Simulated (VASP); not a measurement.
Crystal: FePt (Tetraferroplatinum).

```xyz
2
Lattice="2.7235 0.0000 0.0000 0.0000 2.7235 0.0000 0.0000 0.0000 3.7200" Properties=species:S:1:pos:R:3 pbc="T T T"
Pt    1.3618    1.3618    1.8600
Fe    0.0000    0.0000    0.0000
```

```yaml
Program: VASP 6.6.1
Task: relaxation of cell and atoms
Functional: PBEsol
Dispersion: D4
Potentials_or_basis: VASP PAW PBE potentials, release 64 (Pt, Fe)
Cutoff: 600 eV
k_mesh: 10 × 10 × 7
Occupations: fermi-dirac, width 0.05 eV
Spin: collinear spin, ferromagnetic start
Starting_moments: "[0.0, 3.0] μB"
```

At the start: pressure -9.5 GPa; volume 13.80 Å³/atom.

**Question.** Where does the relaxation end?

**Answer.** Over 7 steps the energy falls by 18.0 meV/atom and the volume is 13.21 Å³/atom (-4.3 %); space group P4/mmm (No. 123, to 0.05 Å); moment 3.20 μB per cell.

Step by step:
```tsv
step	energy change (eV)	largest force (eV/Å)	pressure (GPa)	volume (Å³)
1	0.0000	0.0000	-9.51	27.59
2	0.1007	0.0000	23.49	24.45
3	-0.0360	0.0000	-0.37	26.48
4	-0.0360	0.0000	-0.05	26.44
5	-0.0360	0.0000	0.18	26.42
6	-0.0361	0.0000	0.21	26.42
7	-0.0361	0.0000	0.22	26.42
```

Final structure:
```
Pt Fe
1.0
     2.67961    0.00000    0.00000
     0.00000    2.67961    0.00000
     0.00000    0.00000    3.67915
Pt Fe
1 1
Cartesian
  1.3398 1.3398 1.8396
  0.0000 0.0000 0.0000
```

Caveat: the PAW data sets were made with another functional, which shifts forces and pressure a little; pairwise dispersion overbinds metals, which lowers pressure and volume.
